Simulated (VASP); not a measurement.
## SiSb3: single point with PBE

The system is SiSb3.

```
CELL_PARAMETERS angstrom
6.56266 0.00000 0.00000
-3.28133 5.68343 0.00000
0.00000 0.00000 5.41566
ATOMIC_POSITIONS crystal
Sb 0.91651 0.25574 0.25000
Sb 0.66077 0.91651 0.75000
Sb 0.74426 0.66077 0.25000
Sb 0.08349 0.74426 0.75000
Sb 0.33923 0.08349 0.25000
Sb 0.25574 0.33923 0.75000
Si 0.33333 0.66667 0.25000
Si 0.66667 0.33333 0.75000
```

```json
{"Program": "VASP 6.6.1", "Task": "single point", "Functional": "PBE", "Potentials or basis": "VASP PAW PBE potentials, release 64 (Sb, Si)", "Cutoff": "520 eV", "k mesh": "3 × 3 × 3", "Occupations": "gaussian, width 0.2864 eV", "Spin": "no spin polarisation"}
```

```
Pressure               : 0.0 GPa
Largest force          : 0.015 eV/Å
Band gap on the k mesh : zero (band 19 reaches 9.33 eV, above the bottom of band 20 at 7.43 eV)
```

Forces in eV/Å, atoms in the order of the input:
```
Sb  -0.009 -0.012  0.000
Sb   0.005 -0.014  0.000
Sb   0.015 -0.002  0.000
Sb   0.009  0.012  0.000
Sb  -0.005  0.014  0.000
Sb  -0.015  0.002  0.000
Si   0.000  0.000  0.000
Si   0.000  0.000  0.000
```

Stress tensor (GPa, compression positive):
```
-0.01  0.00  0.00
 0.00 -0.01  0.00
 0.00  0.00 -0.12
```

Levels at points of the mesh, in eV from the Fermi level:
| k point | band 16 | band 17 | band 18 | band 19 | band 20 | band 21 | band 22 | band 23 |
| --- | --- | --- | --- | --- | --- | --- | --- | --- |
| (0.00, 0.00, 0.00) | -1.90 | -1.90 | -1.37 | -0.69 | -0.69 | 0.73 | 1.27 | 1.27 |

Wall time 22 s on 1 thread of Intel(R) Xeon(R) 6975P-C (Granite Rapids), on a shared host, peak memory 0.3 GiB.

Caveat: the k points lie up to 0.39 Å⁻¹ apart; spin-orbit coupling is left out, which moves the levels of the heavy elements.
